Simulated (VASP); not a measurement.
Runs of VASP 6.6.1 on Si4Sn. The structure is that of space group Im-3m (No. 229), or close to it. The cells are those of the table. 

| task | cell | k mesh | cutoff (eV) | gap on the mesh (eV) | pressure (GPa) | relaxed volume (Å³/atom) |
| --- | --- | --- | --- | --- | --- | --- |
| single point | a = 5.323 Å, angles 109.5°, 5 atoms | 4 × 4 × 4 | 520 | none | 0.2 | - |
| single point | a = 4.791 Å, angles 109.5°, 5 atoms | 4 × 4 × 4 | 520 | none | (a) | - |
| relaxation of cell and atoms | relaxed from a = 4.791 Å, angles 109.5°, 5 atoms | 4 × 4 × 4 | 600 | none | 0.2 | 23.21 |
| single point | a = 5.330 Å, angles 109.5°, 5 atoms | 10 × 10 × 10 | 520 | none | 0.0 | - |
| relaxation of cell and atoms | relaxed from a = 5.323 Å, angles 109.5°, 5 atoms | 10 × 10 × 10 | 600 | none | 0.0 | 23.31 |

Alike in all rows: level PBE; potentials or basis VASP PAW PBE potentials, release 64 (Si, Sn_d); no spin polarisation; smearing gaussian 0.1 eV.

Question: Estimate the missing entries.

Answer: (a) 32.5.

Caveats: some runs use coarse meshes; spin-orbit coupling is left out, which moves the levels of the heavy elements; the volume moved by over 15 % at a fixed basis, so the end points are rough (some runs).

A k mesh can miss the band edges, and the runs leave out spin-orbit coupling on Sn.

A gap of «none» marks levels without a gap at the run's occupations.
